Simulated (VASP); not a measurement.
A run of VASP 6.6.1:

File INCAR:

```
SYSTEM = MgO
ALGO = Normal ; EDIFF = 1E-6
ENCUT = 520 ; GGA = PE
ISIF = 2 ; ISMEAR = -1
LASPH = .TRUE. ; LCHARG = .FALSE.
LREAL = Auto ; LWAVE = .FALSE.
NBANDS = 66 ; NELM = 60
PREC = Accurate ; SIGMA = 0.05
```

KPOINTS

```
k-points
0
G
  2 2 1
  0 0 0
```

File POSCAR:

```
MgO
1.0
    5.8773299501      0.0000000000      0.0000000000
    2.9386649751      5.0899170432      0.0000000000
    0.0000000000      0.0000000000     18.9985250000
Mg O
12 12
Direct
    0.0000000000      0.0000000000      0.0526357000
    0.0000000000      0.5000000000      0.0526357000
    0.5000000000      1.0000000000      0.0526357000
    0.5000000000      0.5000000000      0.0526357000
    0.6666666667      0.6666666667      0.1889006588
    0.6666666667      0.1666666667      0.1889006588
    0.1666666667      0.6666666667      0.1889006588
    0.1666666667      0.1666666667      0.1889006588
    0.3333333333      0.3333333333      0.3210660355
    0.3333333333      0.8333333333      0.3210660355
    0.8333333333      0.3333333333      0.3210660355
    0.8333333333      0.8333333333      0.3210660355
    0.3333333333      0.8333333333      0.1157829000
    0.3333333333      0.3333333333      0.1157829000
    0.8333333333      0.8333333333      0.1157829000
    0.8333333333      0.3333333333      0.1157829000
    1.0000000000      0.5000000000      0.2453598886
    1.0000000000      1.0000000000      0.2453598886
    0.5000000000      0.5000000000      0.2453598886
    0.5000000000      1.0000000000      0.2453598886
    0.6666666667      0.1666666667      0.3748699011
    0.6666666667      0.6666666667      0.3748699011
    0.1666666667      0.1666666667      0.3748699011
    0.1666666667      0.6666666667      0.3748699011
```

Potentials or basis: VASP PAW PBE potentials, release 64 (Mg, O).

Launch:

```sh
$ cat potpaw_PBE.64/Mg/POTCAR potpaw_PBE.64/O/POTCAR > POTCAR
$ mpirun -np 1 vasp_std > vasp.out
```

Hardware: 1 thread of Intel(R) Xeon(R) Platinum 8488C (Sapphire Rapids) (shared host).

Estimate the wall time of this run.

Run time: 7.9 min on 1 thread of Intel(R) Xeon(R) Platinum 8488C (Sapphire Rapids), on a shared host, peak memory 0.65 GiB. Counts: scf iterations 36, k points 2.
